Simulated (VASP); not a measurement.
A run of VASP 6.6.1:

Contents of POSCAR:

```
Na
1.0
    0.0000000000      2.6498349237      2.6498349237
    2.6498349237      0.0000000000      2.6498349237
    2.6498349237      2.6498349237      0.0000000000
Na
1
Direct
    0.0000000000      0.0000000000      0.0000000000
```

INCAR.step1

```
SYSTEM = Na
ALGO = Normal
EDIFF = 1E-4
ENCUT = 520
GGA = PE
ISMEAR = 0
LASPH = .True.
LCHARG = .False.
LREAL = .False.
LWAVE = .True.
NBANDS = 10
NELM = 60
PREC = Accurate
SIGMA = 0.05
```

File INCAR.step2:

```
SYSTEM = Na
ALGO = Normal
EDIFF = 1E-6
ENCUT = 520
ISIF = 2
ISMEAR = 0
ISTART = 1
LASPH = .True.
LCHARG = .False.
LMIXTAU = .True.
LREAL = .False.
LWAVE = .False.
METAGGA = R2SCAN
NBANDS = 10
NELM = 60
PREC = Accurate
SIGMA = 0.05
```

Contents of KPOINTS:

```
k-points
0
Gamma
  14 14 14
  0 0 0
```

Potentials or basis: VASP PAW PBE potentials, release 64 (Na_pv).

Launch:

```sh
$ cat potpaw_PBE.64/Na_pv/POTCAR > POTCAR
$ cp INCAR.step1 INCAR
$ mpirun -np 1 vasp_std > vasp.out
$ cp INCAR.step2 INCAR
$ mpirun -np 1 vasp_std > vasp.out
```

Hardware: 1 thread of AMD EPYC 7R43 64-Core Processor (Zen 3) (shared host).

Q: Estimate the wall time of this run.

A: It took 2.2 min on 1 thread of AMD EPYC 7R43 64-Core Processor (Zen 3) (shared host), peak memory 0.13 GiB. Counts: k points 104.
